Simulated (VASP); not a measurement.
Ba2Zr2NO4 (a cell with a defect): single point with PBEsol+D3(BJ)

System: Ba2Zr2NO4 (a cell with a defect).

```xyz
9
Lattice="8.3620 0.0000 0.0000 0.0000 4.1810 0.0000 0.0000 0.0000 4.1810" Properties=species:S:1:pos:R:3 pbc="T T T"
Ba    0.0377    4.1188    0.0120
Ba    4.3189    4.1390    0.2280
Zr    2.0382    2.0500    2.0901
Zr    6.1155    1.9453    2.1061
O     6.2355    2.1643    0.0217
O     8.2801    1.8276    2.1363
O     2.1039    4.0573    2.3097
O     6.3509    0.0841    1.8817
N     4.1396    2.1210    2.1277
```

```
Program                : VASP 6.6.1
Task                   : single point
Functional             : PBEsol
Dispersion             : D3(BJ)
Potentials or basis    : VASP PAW PBE potentials, release 64 (Ba_sv, Zr_sv, O, N)
Cutoff                 : 520 eV
k mesh                 : 2 × 2 × 2, shifted
Occupations            : fermi-dirac, width 0.05 eV
Spin                   : collinear spin, ferromagnetic start
Starting moments       : [0.0, 0.0, 0.667, 0.667, 0.0, 0.0, 0.0, 0.0, 0.667] μB
Dipole correction      : no
Charge                 : 1
Further INCAR settings : ALGO = Normal; EDIFF = 1e-07; NBANDS = 50; NELECT = 72.0
```

```yaml
Largest_force: 4.737 eV/Å
Net_moment: 0.00 μB per cell
Valence_electrons_inside_the_program's_atomic_spheres: Ba 7.86, 7.94; Zr 9.69, 9.93; O 4.98, 4.96, 4.97, 5.03; N 3.67
Dispersion_energy_per_atom: -0.269 eV
```

Forces in eV/Å, atoms in the order of the input:
```
Ba  -2.400 -0.090  0.041
Ba   0.387 -0.202 -1.047
Zr   0.732 -0.329  1.218
Zr   3.676  2.974  0.277
O   -0.135 -0.355 -0.419
O    3.086  0.965  0.099
O   -0.748  0.445 -0.985
O   -0.495 -2.961  0.779
N   -4.102 -0.446  0.039
```

Levels at points of the mesh, in eV from the Fermi level:
Spin up:
| k point | band 33 | band 34 | band 35 | band 36 | band 37 | band 38 | band 39 | band 40 |
| --- | --- | --- | --- | --- | --- | --- | --- | --- |
| (0.25, 0.25, 0.25) | -0.95 | -0.76 | -0.50 | -0.13 | 0.14 | 2.32 | 2.76 | 3.77 |
Spin down:
```tsv
k point	band 34	band 35	band 36	band 37	band 38	band 39
(0.25, 0.25, 0.25)	-0.76	-0.50	-0.13	0.14	2.32	2.76
```

Run time: 91 s on 1 thread of AMD EPYC 9R45 96-Core Processor (Zen 5) (shared host), peak memory 0.31 GiB.

Caveat: the k points lie up to 0.75 Å⁻¹ apart; the cell carries a net charge on a neutralising background, which shifts energy and pressure; the cell is charged against a uniform background, so pressure and absolute levels hang on convention; the PAW data sets were made with another functional, which shifts forces and pressure a little; spin-orbit coupling is left out, which moves the levels of the heavy elements.
